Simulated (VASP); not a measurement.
# BN (f.blda) (F-43m) in VASP: single point with LDA

Aim: the single point of BN (f.blda) with LDA.

Everything below comes from runs of VASP 6.6.1. Logs are shortened: lines on timing, memory, paths and dates and some standing lists are left out, and cuts for length are marked.

### Step 1. The cell of the first run

Symmetry: F-43m, No. 216, cubic system. Conventional cell: a = 3.580 Å, b = 3.580 Å, c = 3.580 Å, α = 90.00°, β = 90.00°, γ = 90.00°. B (site symmetry -43m) has 4 N at 1.55 Å within 2.1 Å. N (site symmetry -43m) has 4 B at 1.55 Å within 2.1 Å.

### Step 2. Single point, LDA

Contents of INCAR:

```
SYSTEM = BN
ALGO = Normal ; EDIFF = 1E-6
ENCUT = 600 ; GGA_COMPAT = .FALSE.
ISIF = 2 ; ISMEAR = 0
LASPH = .TRUE. ; LCHARG = .TRUE.
LELF = .TRUE. ; LREAL = .FALSE.
LVHAR = .TRUE. ; LWAVE = .FALSE.
NBANDS = 11 ; NELM = 120
PREC = Accurate ; SIGMA = 0.02
```

Contents of KPOINTS:

```
k-points
0
G
  12 12 12
  0 0 0
```

Contents of POSCAR:

```
BN
1.0
    0.0000000000      1.7899143218      1.7899143218
    1.7899143218      0.0000000000      1.7899143218
    1.7899143218      1.7899143218      0.0000000000
B N
1 1
Direct
    0.0000000000      0.0000000000      0.0000000000
    0.2500000000      0.2500000000      0.2500000000
```

Potentials or basis: VASP PAW LDA potentials, release 64 (B, N).

Launch:

```sh
$ cat potpaw_LDA.64/B/POTCAR potpaw_LDA.64/N/POTCAR > POTCAR
$ mpirun -np 1 vasp_std > vasp.out
```

OUTCAR:

```text
SYSTEM = BN
   EDIFF = 1E-6
   ENCUT = 600
   ISIF = 2
   ISMEAR = 0
   LASPH = .TRUE.
   LREAL = .FALSE.
   NELM = 120
   PREC = Accurate

 ion  position               nearest neighbor table
   1  0.000  0.000  0.000-   2 1.55   2 1.55   2 1.55   2 1.55
   2  0.250  0.250  0.250-   1 1.55   1 1.55   1 1.55   1 1.55

  LATTYP: Found a face centered cubic cell.
 ALAT       =     3.5798286436

  Lattice vectors:

 A1 = (   0.0000000000,   1.7899143218,   1.7899143218)
 A2 = (   1.7899143218,   0.0000000000,   1.7899143218)
 A3 = (   1.7899143218,   1.7899143218,   0.0000000000)

Analysis of symmetry for initial positions (statically):
=====================================================================
 Subroutine PRICEL returns:
 Original cell was already a primitive cell.

 Routine SETGRP: Setting up the symmetry group for a
 face centered cubic supercell.

 Subroutine GETGRP returns: Found 24 space group operations
 (whereof 24 operations were pure point group operations)
 out of a pool of 48 trial point group operations.

The static configuration has the point symmetry T_d .

Analysis of symmetry for dynamics (positions and initial velocities):
=====================================================================
 Subroutine PRICEL returns:
 Original cell was already a primitive cell.

 Routine SETGRP: Setting up the symmetry group for a
 face centered cubic supercell.

 Subroutine GETGRP returns: Found 24 space group operations
 (whereof 24 operations were pure point group operations)
 out of a pool of 48 trial point group operations.

The dynamic configuration has the point symmetry T_d .

 Subroutine INISYM returns: Found 24 space group operations
 (whereof 24 operations are pure point group operations),
 and found     1 'primitive' translations

----------------------------------------------------------------------------------------

                                     Primitive cell

  volume of cell :      11.4690

  direct lattice vectors                    reciprocal lattice vectors
     0.000000000  1.789914322  1.789914322    -0.279342980  0.279342980  0.279342980
     1.789914322  0.000000000  1.789914322     0.279342980 -0.279342980  0.279342980
     1.789914322  1.789914322  0.000000000     0.279342980  0.279342980 -0.279342980

  length of vectors
     2.531321109  2.531321109  2.531321109     0.483836234  0.483836234  0.483836234

  position of ions in fractional coordinates (direct lattice)
     0.000000000  0.000000000  0.000000000
     0.250000000  0.250000000  0.250000000

  ion indices of the primitive-cell ions
[... 79 lines left out ...]
   IBRION =     -1    ionic relax: 0-MD 1-quasi-New 2-CG
   NFREE  =      0    steps in history (QN), initial steepest desc. (CG)
   ISIF   =      2    stress and relaxation
   ISYM   =      2    0-nonsym 1-usesym 2-fastsym
   POTIM  = 0.5000    time-step for ionic-motion
   TEBEG  =    0.0;   TEEND  =   0.0 temperature during run
   PSTRESS=    0.0 pullay stress
   NELECT =       8.0000    total number of electrons
   NUPDOWN=      -1.0000    fix difference up-down
   EMIN   =  10.00;   EMAX   =-10.00  energy-range for DOS
   EFERMI =   0.00;   METHOD = LEGACY
   ISMEAR =     0;   SIGMA  =   0.02  broadening in eV -4-tet -1-fermi 0-gaus
   EFERMI_NEDOS =   21; number of points for ismear=-14 and -15
   IALGO  =     38    algorithm
   IMIX   =      4    mixing-type and parameters
     AMIX     =   0.40;   BMIX     =  1.00
     AMIX_MAG =   1.60;   BMIX_MAG =  1.00
  volume/ion in A,a.u.               =       5.73        38.70
  Fermi-wavevector in a.u.,A,eV,Ry     =   1.451875  2.743646 28.680282  2.107941
  Thomas-Fermi vector in A             =   2.569322
   LORBIT       =      0    0 simple, 1 ext, 2 COOP (PROOUT), +10 PAW based schemes
   GGA     = CA    functional components
   LHFCALC =     F    Hartree Fock is set to
   AEXX    =    0.0000 exact exchange contribution
   IVDW    =     0    specifies the selected vdW correction
   LEPSILON=     F    determine dielectric tensor
   LRPA    =     F    only Hartree local field effects (RPA)
 non-spin polarized calculation
 Gauss-broadening in eV      SIGMA  =   0.02
  energy-cutoff  :      600.00
  volume of cell :       11.47
 maximum number of plane-waves:       392
   NGX = 11   NGY = 11   NGZ = 11

 number of electron       7.9999999 magnetization

 Free energy of the ion-electron system (eV)
  ---------------------------------------------------
  ext. energy  EPLUGINS =         0.00000000
  ---------------------------------------------------
  free energy    TOTEN  =       -19.41623421 eV

  energy without entropy =      -19.41623421  energy(sigma->0) =      -19.41623421

 E-fermi :   7.8645     XC(G=0): -13.2464

 val. band max:        7.7592901303   @ k =   0.0000   0.0000   0.0000
 cond. band min:      12.1374488878   @ k =   0.5000   0.5000   0.0000
 fundamental gap:      4.3781587575
 Fermi energy:         7.8644751553

 k-point     1 :       0.0000    0.0000    0.0000
  band No.  band energies     occupation
      1     -12.6457      2.00000
      2       7.7593      2.00000
      3       7.7593      2.00000
      4       7.7593      2.00000
      5      16.5813      0.00000
      6      16.5813      0.00000
      7      16.5813      0.00000
      8      18.6797      0.00000
      9      32.8071      0.00000
     10      35.9102      0.00000
     11      35.9102      0.00000
[... 309 lines left out ...]
 k-point    24 :      -0.4167    0.1667    0.0000
  band No.  band energies     occupation
      1      -7.8478      2.00000
      2      -2.5109      2.00000
      3       3.5453      2.00000
      4       5.1031      2.00000
      5      17.0915      0.00000
      6      20.0766      0.00000
      7      20.3105      0.00000
      8      23.6616      0.00000
      9      28.8645      0.00000
     10      33.3034      0.00000
     11      34.7453      0.00000

 [... further k-points ...]
[... 5 lines left out ...]
  --------------------------------------------------------------------------------------
  -------------------------------------------------------------------------------------
  Total        0.0721047      0.0721047      0.0721047     -0.0000000      0.0000000     -0.0000000
  in kB       10.0727367     10.0727367     10.0727367     -0.0000000      0.0000000     -0.0000000
  external PRESSURE =      10.0727367 kB  Pullay stress =       0.0000000 kB

 VOLUME and BASIS-vectors are now :
 -----------------------------------------------------------------------------
  energy-cutoff  :      600.00
  volume of cell :       11.47
      direct lattice vectors                 reciprocal lattice vectors
     0.000000000  1.789914322  1.789914322    -0.279342980  0.279342980  0.279342980
     1.789914322  0.000000000  1.789914322     0.279342980 -0.279342980  0.279342980
     1.789914322  1.789914322  0.000000000     0.279342980  0.279342980 -0.279342980

 POSITION                                       TOTAL-FORCE (eV/Angst)
 -----------------------------------------------------------------------------------
      0.00000      0.00000      0.00000        -0.000000     -0.000000     -0.000000
      0.89496      0.89496      0.89496         0.000000      0.000000      0.000000
 -----------------------------------------------------------------------------------
    total drift:                               -0.000000     -0.000000     -0.000000

  FREE ENERGIE OF THE ION-ELECTRON SYSTEM (eV)
  ---------------------------------------------------
  free  energy   TOTEN  =       -19.4162342105 eV

  energy  without entropy=      -19.4162342105  energy(sigma->0) =      -19.41623421
```

OSZICAR:

```text
N       E                     dE             d eps       ncg     rms          rms(c)
DAV:   1     0.102980218750E+02    0.10298E+02   -0.55410E+03  1640   0.814E+02
DAV:   2    -0.201195540443E+02   -0.30418E+02   -0.29731E+02  1863   0.163E+02
DAV:   3    -0.206009419563E+02   -0.48139E+00   -0.48049E+00  1845   0.174E+01
DAV:   4    -0.206014605241E+02   -0.51857E-03   -0.51856E-03  1689   0.709E-01
DAV:   5    -0.206014609923E+02   -0.46826E-06   -0.46827E-06  1845   0.204E-02    0.665E+00
DAV:   6    -0.195679628754E+02    0.10335E+01   -0.32203E+00  1590   0.103E+01    0.315E+00
DAV:   7    -0.194488297941E+02    0.11913E+00   -0.96367E-02  1815   0.255E+00    0.179E+00
DAV:   8    -0.194163989661E+02    0.32431E-01   -0.45861E-02  1758   0.146E+00    0.189E-01
DAV:   9    -0.194162499853E+02    0.14898E-03   -0.90692E-04  1746   0.267E-01    0.833E-02
DAV:  10    -0.194162337413E+02    0.16244E-04   -0.45106E-05  1755   0.622E-02    0.145E-02
DAV:  11    -0.194162342105E+02   -0.46927E-06   -0.11616E-06  1142   0.785E-03
   1 F= -.19416234E+02 E0= -.19416234E+02  d E =-.190324E-16
```

It took 3.8 s on 1 thread of Intel Xeon Platinum 8481C at 2.70GHz (Sapphire Rapids), shared host; peak memory 0.11 GiB.

Results:

* Free energy: -19.4162 eV
* Pressure: 1.0 GPa
* Band gap on the k mesh: 4.38 eV, indirect (least direct gap 8.82 eV)

A k mesh can miss the band edges. As with any semilocal functional, this LDA gap is likely too small.
